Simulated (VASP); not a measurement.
Input of a VASP 6.6.1 run:

Contents of INCAR:

```
PREC = Accurate
ENCUT = 520
EDIFF = 1E-6
ISMEAR = 0
SIGMA = 0.1
LREAL = F
LASPH = T
NELM = 80
ALGO = Normal
ISIF = 2
LWAVE = F
LCHARG = F
LDIPOL = T
IDIPOL = 3
DIPOL = 0.5 0.5 0.317
GGA = PE
NBANDS = 82
```

KPOINTS

```
Automatic mesh
0
Gamma
  5 5 1
```

File POSCAR:

```
Cu12F
1.0
    5.1319544646      0.0000000000      0.0000000000
    0.0000000000      5.1319544646      0.0000000000
    0.0000000000      0.0000000000     19.0279312465
Cu F
12 1
Direct
    0.2500000000      0.2500000000      0.2102172826
    0.2500000000      0.7500000000      0.2102172826
    0.7500000000      0.2500000000      0.2102172826
    0.7500000000      0.7500000000      0.2102172826
    0.0000000000      0.0000000000      0.3029241241
    0.0000000000      0.5000000000      0.3029241241
    0.5000000000      0.0000000000      0.3029241241
    0.5000000000      0.5000000000      0.3029241241
    0.2500000000      0.2500000000      0.3956253125
    0.2500000000      0.7500000000      0.3956253125
    0.7500000000      0.2500000000      0.3956253125
    0.7500000000      0.7500000000      0.3956253125
    0.2500000000      0.3333333333      0.4894157553
```

Potentials or basis: VASP PAW PBE potentials, release 64 (Cu, F).

Command:

```console
$ cat potpaw_PBE.64/Cu/POTCAR potpaw_PBE.64/F/POTCAR > POTCAR
$ mpirun -np 1 vasp_std > vasp.out
```

Question: Predict the largest force.

Answer: 0.284 eV/Å.

Question: What does it give for the band gap on the k mesh?

Answer: Zero (an odd number of electrons rules out a gap without spin polarisation).

Forces on the atoms (eV/Å):
```
Cu   0.000  0.019 -0.036
Cu   0.000 -0.020 -0.062
Cu   0.000  0.010 -0.065
Cu   0.000 -0.010 -0.066
Cu   0.089  0.029  0.014
Cu  -0.021 -0.020 -0.071
Cu  -0.089  0.029  0.014
Cu   0.021 -0.020 -0.071
Cu   0.000 -0.230  0.117
Cu   0.000 -0.056  0.164
Cu   0.000 -0.042  0.044
Cu   0.000  0.062 -0.120
F    0.000  0.248  0.137
```

Caveat: an odd number of electrons without spin polarisation forces a metal; a magnetic or distorted state may lie lower. With open d or f shells a metallic result of PBE can be an artefact of self-interaction; +U or a hybrid may open a gap.
